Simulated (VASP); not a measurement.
Crystal: Sn.

```
Sn
1.0
    -1.75441    1.75461    2.16749
     1.75441   -1.75461    2.16749
     1.75441    1.75461   -2.16749
Sn
1
Direct
  0.00000 0.00000 0.00000
```

```yaml
Program: VASP 6.6.1
Task: relaxation of cell and atoms
Functional: PBE
Potentials_or_basis: VASP PAW PBE potentials, release 64 (Sn_d)
Cutoff: 500 eV
k_mesh: 16 × 16 × 16
Occupations: gaussian, width 0.1 eV
Spin: no spin polarisation
```

At the start: pressure 2.3 GPa; volume 26.69 Å³/atom.

**Question.** Where does the relaxation end?

**Answer.** Over 8 steps the energy falls by 8.4 meV/atom and the volume is 27.91 Å³/atom (+4.6 %); space group I4/mmm (No. 139, to 0.05 Å).

Step by step:
```csv
step,energy change (eV),largest force (eV/Å),pressure (GPa),volume (Å³)
1,0.0000,0.0000,2.31,26.69
2,-0.0080,0.0000,-0.49,28.20
3,-0.0084,0.0000,0.01,27.90
4,-0.0084,0.0000,-0.04,27.93
5,-0.0084,0.0000,0.01,27.90
6,-0.0084,0.0000,0.02,27.90
7,-0.0084,0.0000,0.02,27.90
8,-0.0084,0.0000,0.00,27.91
```

Final structure:
```yaml
crystal:
  lattice:
    - [-1.77897, 1.77885, 2.20492]
    - [1.77897, -1.77885, 2.20492]
    - [1.77897, 1.77885, -2.20492]
  atoms:
    - { symbol: Sn, position: [0.00000, 0.00000, 0.00000] }
```
